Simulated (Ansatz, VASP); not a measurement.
One calculation of CsI, two programs

```xyz
2
Lattice="4.6081 0.0000 0.0000 0.0000 4.6081 0.0000 0.0000 0.0000 4.6081" Properties=species:S:1:pos:R:3 pbc="T T T"
Cs    0.0000    0.0000    0.0000
I     2.3040    2.3040    2.3040
```

Alike in both runs: task single point; functional PBE; k mesh 4 × 4 × 4; no spin polarisation.

```csv
,VASP,Ansatz
version,VASP 6.6.1,Ansatz 0.2.0
potentials or method,"VASP PAW PBE potentials, release 64 (Cs_sv, I)",plane waves
plane-wave cutoff (eV),500,420
occupations,"methfessel-paxton of order 1, width 0.5 eV","cold, width 0.5 eV"
valence electrons in the cell,16,26
```

```tsv
	VASP	Ansatz	Ansatz less VASP
gap on the k mesh at the Fermi level (eV)	3.79	3.80	+0.008
pressure (GPa)	0.4	0.4	+0.02
```

VASP's potentials hold 16 valence electrons a cell and Ansatz's 26, so a difference there can come from the potentials and not from the codes.

Spin-orbit coupling is off throughout.
